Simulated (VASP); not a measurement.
Write the native input for VASP 6.6.1 that does the following.

| Property | Result |
| --- | --- |
| Task | relaxation of cell and atoms |
| Functional | PBEsol |
| Potentials or basis | VASP PAW PBE potentials, release 64 (La, Si, Al, Ru_pv) |
| Cutoff | 600 eV |
| k mesh | 4 × 4 × 3 |
| Occupations | fermi-dirac, width 0.0104 eV |
| Spin | no spin polarisation |
| Dipole correction | no |
| Further INCAR settings | ALGO = Normal; EDIFF = 1e-07; IBRION = 2; EDIFFG = -0.01; NSW = 60; ISIF = 3 |

The structure of LaAl2SiRu2 lies in POSCAR:

```
LaAl2SiRu2
1.0
    4.4096210000      0.0000000000      0.0000000000
    0.0000000000      4.4096210000      0.0000000000
    0.0000000000      0.0000000000      5.9290320000
La Si Al Ru
1 1 2 2
Direct
    0.0000000000      0.0000000000      0.5000000000
    0.0000000000      0.0000000000      0.0000000000
    0.5000000000      0.5000000000      0.2537000000
    0.5000000000      0.5000000000      0.7463000000
    0.0000000000      0.5000000000      0.0000000000
    0.5000000000      0.0000000000      0.0000000000
```

These files were run (other wordings do the same):

INCAR

```
SYSTEM = LaAl2SiRu2
  ALGO = Normal
  EDIFF = 1E-7
  EDIFFG = -0.01
  ENCUT = 600
  GGA = PS
  IBRION = 2
  ISIF = 3
  ISMEAR = -1
  LASPH = .TRUE.
  LCHARG = .FALSE.
  LREAL = .FALSE.
  LWAVE = .FALSE.
  NELM = 60
  NSW = 60
  PREC = Accurate
  SIGMA = 0.0104
```

KPOINTS

```
k-points
0
G
  4 4 3
  0 0 0
```

Potentials or basis: VASP PAW PBE potentials, release 64 (La, Si, Al, Ru_pv).

The run is started by

```sh
$ cat potpaw_PBE.64/La/POTCAR potpaw_PBE.64/Si/POTCAR potpaw_PBE.64/Al/POTCAR potpaw_PBE.64/Ru_pv/POTCAR > POTCAR
$ mpirun -np 1 vasp_std > vasp.out
```

Results of the run:

```
Relaxed volume                        : 18.76 Å³/atom
Relaxed cell                          : a = 4.397 Å, b = 4.397 Å, c = 5.823 Å, α = 90.00°, β = 90.00°, γ = 90.00°
Space group after relaxing (to 0.1 Å) : P4/mmm (No. 123)
Energy gained by relaxing             : 4.8 meV/atom
Ionic steps                           : 7
Pressure after relaxing               : 0.0 GPa
Band gap on the k mesh                : zero (an odd number of electrons rules out a gap without spin polarisation)
```

Caveat: the PAW data sets were made with another functional, which shifts forces and pressure a little; spin-orbit coupling is left out, which moves the levels of the heavy elements.

Wall time 19 min on 1 thread of Intel Xeon 8259CL (shared host), peak memory 0.29 GiB.
